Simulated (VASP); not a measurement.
A run of VASP 6.6.1 is set up as follows.

INCAR

```
ALGO = Normal
EDIFF = 1E-6
ENCUT = 520
GGA = PE
GGA_COMPAT = F
ISIF = 2
ISMEAR = -1
LASPH = T
LCHARG = F
LMAXMIX = 4
LORBIT = 11
LORBMOM = T
LREAL = F
LSORBIT = T
LWAVE = F
MAGMOM = 0 0 0 0 0 0
NBANDS = 36
NELM = 150
PREC = Accurate
SIGMA = 0.03
```

File KPOINTS:

```
k-points
0
Gamma
  13 13 7
```

File POSCAR:

```
Zr
1.0
    3.2319982225      0.0000000000      0.0000000000
   -1.6159991112      2.7989925656      0.0000000000
    0.0000000000      0.0000000000      5.1470000000
Zr
2
Direct
    0.3333333333      0.6666666667      0.2500000000
    0.6666666667      0.3333333333      0.7500000000
```

Potentials or basis: VASP PAW PBE potentials, release 64 (Zr_sv).

Command:

```console
$ cat potpaw_PBE.64/Zr_sv/POTCAR > POTCAR
$ mpirun -np 1 vasp_ncl > vasp.out
```

Problem. Estimate the net moment.

Solution. 0.00 μB per cell.

Problem. What does it give for the pressure?

Solution. 0.5 GPa.

Moments on the atoms (μB; x, y, z):
```
Zr  0.00 0.00 0.00
Zr  0.00 0.00 0.00
```
